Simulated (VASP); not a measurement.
Al: single point with LDA

The system is Al.

```
Al
1.0
     2.93592    0.00000    0.00000
    -1.46796    2.54258    0.00000
     0.00000    0.00000    9.53964
Al
4
Cartesian
  0.0000 0.0000 0.0000
  0.0000 1.6951 2.3849
  0.0000 0.0000 4.7698
  1.4680 0.8475 7.1547
```

| Item | Value |
| --- | --- |
| Program | VASP 6.6.1 |
| Task | single point |
| Functional | LDA |
| Potentials or basis | VASP PAW LDA potentials, release 64 (Al) |
| Cutoff | 520 eV |
| k mesh | 9 × 9 × 3 |
| Occupations | fermi-dirac, width 0.15 eV |
| Spin | no spin polarisation |

```
Pressure               : -7.3 GPa
Band gap on the k mesh : zero (band 6 reaches 10.86 eV, above the bottom of band 7 at 5.71 eV)
```

Stress tensor (GPa, compression positive):
```
-7.85  0.00  0.00
 0.00 -7.85  0.00
 0.00  0.00 -6.21
```

Levels at points of the mesh, in eV from the Fermi level:
```
           k point  band 1  band 2  band 3  band 4  band 5  band 6  band 7  band 8  band 9  band 10
(0.00, 0.00, 0.00)  -10.54   -8.93   -8.92   -4.19   -4.17    3.40    3.42    9.91    9.91    10.22
```

Wall time 13 s on 1 thread of AMD EPYC 7R13 Processor (Zen 3), on a shared host, peak memory 0.13 GiB.
